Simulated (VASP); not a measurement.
Runs of VASP 6.6.1 on WS2. The structure is that of space group Fm-3m (No. 225), or close to it. The cells are those of the table. 

```tsv
task	level	cell	k mesh	cutoff (eV)	gap on the mesh (eV)	pressure (GPa)	relaxed volume (Å³/atom)
relaxation of cell and atoms	PBEsol	relaxed from a = 4.793 Å, angles 60.0°, 3 atoms	6 × 6 × 6	600	none	0.0	(a)
relaxation of cell and atoms	r2SCAN+rVV10	relaxed from a = 4.104 Å, angles 60.0°, 3 atoms	8 × 8 × 8	600	none	0.0	16.69
single point	PBEsol	a = 4.104 Å, angles 60.0°, 3 atoms	6 × 6 × 6	520	none	0.3	-
single point	r2SCAN+rVV10	a = 4.133 Å, angles 60.0°, 3 atoms	8 × 8 × 8	520	none	0.4	-
```

Alike in all rows: potentials or basis VASP PAW PBE potentials, release 64 (W_sv, S); no spin polarisation; smearing fermi-dirac 0.03 eV.

Question: Fill in the values left out.

Answer: (a) 16.32.

Caveats: the PAW data sets were made with another functional, which shifts forces and pressure a little; spin-orbit coupling is left out, which moves the levels of the heavy elements; the volume moved by over 15 % at a fixed basis, so the end points are rough (at least some runs).

A k mesh can miss the band edges, and the runs leave out spin-orbit coupling on W.

A gap of «none» marks levels without a gap at the run's occupations.
